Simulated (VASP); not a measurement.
SiNi2: single point with PBEsol

SiNi2:

```xyz
6
Lattice="3.8685 0.0000 0.0000 -1.9342 3.3502 0.0000 0.0000 0.0000 4.9170" Properties=species:S:1:pos:R:3 pbc="T T T"
Si    0.0000    2.2335    3.6877
Si    1.9342    1.1167    1.2292
Ni    0.0000    0.0000    0.3000
Ni    0.0000    0.0000    2.1585
Ni    0.0000    2.2335    1.2292
Ni    1.9342    1.1167    3.6877
```

This cell differs from its parent crystal: atoms displaced along a vibrational mode.

```yaml
Program: VASP 6.6.1
Task: single point
Functional: PBEsol
Potentials_or_basis: VASP PAW PBE potentials, release 64 (Si, Ni_sv_GW)
Cutoff: 690 eV
k_mesh: 12 × 12 × 10
Occupations: gaussian, width 0.15 eV
Spin: no spin polarisation
Dipole_correction: no
Further_INCAR_settings: ALGO = Normal; EDIFF = 1e-06; NBANDS = 49
```

The pressure is 18.4 GPa and the largest force is 11.693 eV/Å. The band gap on the k mesh is zero (bands 40 and 41 overlap by 3.14 eV).

Forces on the atoms (eV/Å):
```
Si    0.000   0.000   0.000
Si    0.000   0.000   0.000
Ni    0.000   0.000 -11.693
Ni    0.000   0.000  11.693
Ni    0.000   0.000   0.000
Ni    0.000   0.000   0.000
```

Stress tensor (GPa, compression positive):
```
 8.15  0.00  0.00
 0.00  8.15  0.00
 0.00  0.00 38.98
```

Levels at points of the mesh, in eV from the Fermi level:
```
           k point  band 38  band 39  band 40  band 41  band 42  band 43
(0.00, 0.00, 0.00)    -0.75    -0.01     2.53     2.53     2.67     2.74
(0.50, 0.00, 0.00)    -1.31    -0.72    -0.70    -0.26     0.60     1.62
(0.00, 0.00, 0.50)    -1.04     2.01     2.30     2.87     2.87     3.34
(0.50, 0.00, 0.50)    -1.10    -0.92    -0.42     0.30     1.23     2.66
```

Wall time 11 min on 1 thread of Intel(R) Xeon(R) Platinum 8488C (Sapphire Rapids), with other jobs on the host, peak memory 0.56 GiB.

Caveat: the cell differs from its parent crystal (atoms displaced along a vibrational mode); the stress differs along the axes, from 8 to 39 GPa; the PAW data sets were made with another functional, which shifts forces and pressure a little. Spin polarisation is off, so any magnetic state and its effect on volume and gap are missing.
